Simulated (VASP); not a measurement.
# Zr2Cl: single point with PBE

Zr2Cl:

```
CELL_PARAMETERS angstrom
4.55841 0.00000 0.00000
0.00000 4.55841 0.00000
0.00000 0.00000 3.68449
ATOMIC_POSITIONS crystal
Zr 0.00000 0.50000 0.50000
Zr 0.50000 0.00000 0.50000
Cl 0.50000 0.50000 0.00000
```

```yaml
Program: VASP 6.6.1
Task: single point
Functional: PBE
Potentials_or_basis: VASP PAW PBE potentials, release 64 (Zr_sv, Cl)
Cutoff: 520 eV
k_mesh: 4 × 4 × 6
Occupations: gaussian, width 0.1 eV
Spin: no spin polarisation
```

The pressure is -8.9 GPa.

Stress tensor (GPa, compression positive):
```
 -6.48   0.00   0.00
  0.00  -6.48   0.00
  0.00   0.00 -13.67
```

Levels at points of the mesh, in eV from the Fermi level:
| k point | band 11 | band 12 | band 13 | band 14 | band 15 | band 16 | band 17 | band 18 | band 19 | band 20 |
| --- | --- | --- | --- | --- | --- | --- | --- | --- | --- | --- |
| (0.00, 0.00, 0.00) | -6.65 | -6.23 | -3.48 | -2.44 | -1.85 | -1.05 | -0.50 | 0.10 | 0.10 | 2.47 |
| (0.50, 0.00, 0.00) | -6.71 | -6.55 | -1.56 | -1.46 | -0.37 | -0.33 | -0.27 | 0.60 | 0.79 | 1.26 |
| (0.50, 0.50, 0.00) | -7.69 | -6.86 | -1.11 | -1.11 | -0.50 | 0.20 | 0.20 | 0.38 | 2.45 | 2.48 |
| (0.00, 0.00, 0.50) | -7.23 | -7.23 | -2.06 | -1.44 | 0.43 | 0.68 | 0.68 | 1.17 | 2.97 | 2.97 |
| (0.50, 0.00, 0.50) | -7.13 | -6.91 | -0.77 | -0.21 | -0.06 | 0.03 | 0.35 | 0.38 | 0.61 | 1.55 |
| (0.50, 0.50, 0.50) | -6.75 | -6.75 | -2.26 | -1.81 | -1.81 | 0.36 | 1.13 | 1.25 | 1.25 | 2.24 |

It took 13 s on 1 thread of Intel(R) Xeon(R) 6975P-C (Granite Rapids) (shared host), peak memory 0.19 GiB.

Caveat: an odd number of electrons without spin polarisation forces a metal; a magnetic or distorted state may lie lower.
